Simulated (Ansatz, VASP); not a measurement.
PbS: VASP beside Ansatz

The input INCAR:

```
SYSTEM = PbS
PREC = Accurate
ENCUT = 520
EDIFF = 1E-6
ISMEAR = -1
SIGMA = 0.08
LREAL = .False.
LASPH = .True.
NELM = 100
ALGO = Normal
ISIF = 2
LWAVE = .False.
LCHARG = .False.
GGA = CA
NBANDS = 17
```

The input KPOINTS:

```
regular mesh
0
Gamma
  12 12 12
  0 0 0
```

The input POSCAR:

```
PbS
1.0
    0.0000000000      2.3946037554      2.3946037554
    2.3946037554      0.0000000000      2.3946037554
    2.3946037554      2.3946037554      0.0000000000
Pb S
1 1
Direct
    0.0000000000      0.0000000000      0.0000000000
    0.5000000000      0.5000000000      0.5000000000
```

Input for Ansatz:

```yaml
crystal:
  lattice:
    - [0.0, 2.3946037554, 2.3946037554]
    - [2.3946037554, 0.0, 2.3946037554]
    - [2.3946037554, 2.3946037554, 0.0]
  atoms:
    - { symbol: Pb, position: [0.0, 0.0, 0.0] }
    - { symbol: S, position: [0.5, 0.5, 0.5] }
kpoints:
  mp_grid: { grid: [12, 12, 12] }
  band_path:
    path:
      - [0.0, 0.0, 0.0]
      - [0.5, 0.0, 0.5]
      - [0.625, 0.25, 0.625]
      - [0.375, 0.375, 0.75]
      - [0.0, 0.0, 0.0]
      - [0.5, 0.5, 0.5]
      - [0.5, 0.25, 0.75]
      - [0.5, 0.0, 0.5]
    npoints: 8
scf:
  occupations: { method: fermi_dirac, width: 0.08 }
hamiltonian:
  xc: lda
  pseudopotentials: { kind: paw }
output:
  forces: true
  stress: true
  eigenvalues: true
  populations: true
  dos: { projected: true, de: 0.2, e_range: [-14, 8] }
```

Change from the starting cell: volume scaled by 0.55, PAW files.

Alike in both runs: task single point; functional LDA; k mesh 12 × 12 × 12; occupations fermi-dirac, width 0.08 eV; no spin polarisation.

|  | VASP | Ansatz |
| --- | --- | --- |
| version | VASP 6.6.1 | Ansatz 0.2.0 |
| potentials or method | VASP PAW LDA potentials, release 64 (Pb_d, S) | PAW with Ansatz's default frozen-core files, scalar-relativistic |
| plane-wave cutoff (eV) | 520 | 420 |
| valence electrons in the cell | 20 | 20 |

|  | VASP | Ansatz | Ansatz less VASP |
| --- | --- | --- | --- |
| pressure (GPa) | 130.8 | 130.4 | -0.32 |

LDA's correlation is that of Perdew and Zunger in VASP and of Perdew and Wang (1992) in Ansatz. Both programs put the cell under a high pressure, so it lies far from rest at this level.

Neither program's run includes spin-orbit coupling. Noted on VASP's run: the cell as given lies far from equilibrium.
